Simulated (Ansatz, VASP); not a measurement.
## Tl3Te2 in VASP and in Ansatz

Contents of INCAR:

```
PREC     = Accurate       # precision mode
ENCUT    = 520            # plane-wave cutoff, eV
EDIFF    = 1E-6           # SCF threshold, eV
ISMEAR   = 0              # smearing method
SIGMA    = 0.1            # smearing width, eV
LREAL    = F              # projectors in reciprocal space
LASPH    = T              # aspherical terms in the spheres
NELM     = 60             # most SCF steps
ALGO     = Normal         # electronic algorithm
ISIF     = 2              # what is computed and relaxed
LWAVE    = F              # write WAVECAR
LCHARG   = T              # write CHGCAR
GGA      = PE             # functional
LELF     = T              # ELF
LVHAR    = T            
NBANDS   = 34             # bands
```

KPOINTS

```
Automatic mesh
0
Gamma
  4 4 4
```

POSCAR

```
Tl3Te2
1.0
    5.8758299800      0.0000000000      0.0000000000
    0.0000000000      5.8758299800      0.0000000000
    0.0000000000      0.0000000000      5.8758299800
Tl Te
3 2
Direct
    0.5000000000      0.0000000000      0.0000000000
    0.0000000000      0.5000000000      0.0000000000
    0.0000000000      0.0000000000      0.5000000000
    0.5000000000      0.5000000000      0.5000000000
    0.0000000000      0.0000000000      0.0000000000
```

Input for Ansatz:

```yaml
crystal:
  lattice:
    - [5.87582998, 0.0, 0.0]
    - [0.0, 5.87582998, 0.0]
    - [0.0, 0.0, 5.87582998]
  atoms:
    - { symbol: Tl, position: [0.5, 0.0, 0.0] }
    - { symbol: Tl, position: [0.0, 0.5, 0.0] }
    - { symbol: Tl, position: [0.0, 0.0, 0.5] }
    - { symbol: Te, position: [0.5, 0.5, 0.5] }
    - { symbol: Te, position: [0.0, 0.0, 0.0] }
basis:
  ecutwfc: 420
kpoints:
  mp_grid: { grid: [4, 4, 4] }
hamiltonian:
  xc: pbe
scf:
  occupations: { method: gaussian, width: 0.1 }
  lower_state_search: "off"
output:
  forces: true
  stress: true
  eigenvalues: true
```

Alike in both runs: task single point; functional PBE; k mesh 4 × 4 × 4; occupations gaussian, width 0.1 eV; no spin polarisation.

|  | VASP | Ansatz |
| --- | --- | --- |
| version | VASP 6.6.1 | Ansatz 0.2.0 |
| potentials or method | VASP PAW PBE potentials, release 64 (Tl_d, Te), cutoff 520 eV | scalar-relativistic, plane waves, PAW |
| valence electrons in the cell | 51 | 71 |

|  | VASP | Ansatz | Ansatz less VASP |
| --- | --- | --- | --- |
| gap on the k mesh at the Fermi level (eV) | none | none | - |
| pressure (GPa) | 1.6 | 1.7 | +0.05 |

A gap of «none» marks a metal or a gap that the smearing closes. VASP's potentials hold 51 valence electrons a cell and Ansatz's 71, so a difference there can come from the potentials and not from the codes.

Neither program's run includes spin-orbit coupling.
